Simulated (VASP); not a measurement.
Here is a VASP 6.6.1 calculation.

Contents of INCAR:

```
SYSTEM = LiF
  PREC = Accurate
  ENCUT = 520
  EDIFF = 1E-8
  ISMEAR = -1
  SIGMA = 0.03
  LREAL = .False.
  LASPH = .True.
  NELM = 80
  ALGO = Normal
  ISIF = 2
  LWAVE = .False.
  LCHARG = .False.
  GGA = PE
  LEFG = .True.
  NBANDS = 12
```

The input KPOINTS:

```
regular mesh
0
Gamma
  10 10 10
  0 0 0
```

The input POSCAR:

```
LiF
1.0
    0.0000000000      2.0744200000      2.0140000000
    2.0744200000      0.0000000000      2.0140000000
    2.0744200000      2.0744200000      0.0000000000
Li F
1 1
Direct
    0.0000000000      0.0000000000      0.0000000000
    0.5000000000      0.5000000000      0.5000000000
```

Potentials or basis: VASP PAW PBE potentials, release 64 (Li_sv, F).

The run is started by

```console
$ cat potpaw_PBE.64/Li_sv/POTCAR potpaw_PBE.64/F/POTCAR > POTCAR
$ mpirun -np 1 vasp_std > vasp.out
```

Question: What does it give for the band gap on the k mesh?

Answer: 8.56 eV, direct.

Electric field gradients, principal values (V/Å²):
```
atom  least  middle  greatest (by size)
1 Li  0.078   0.081              -0.158
 2 F  0.350   0.353              -0.703
```

Caveat: the cell differs from its parent crystal (equal xx and yy strain of +3 %); without QUAD_EFG the Cq values of the log hold for a quadrupole moment of 1 mb, not for the nuclei. A k mesh can miss the band edges.
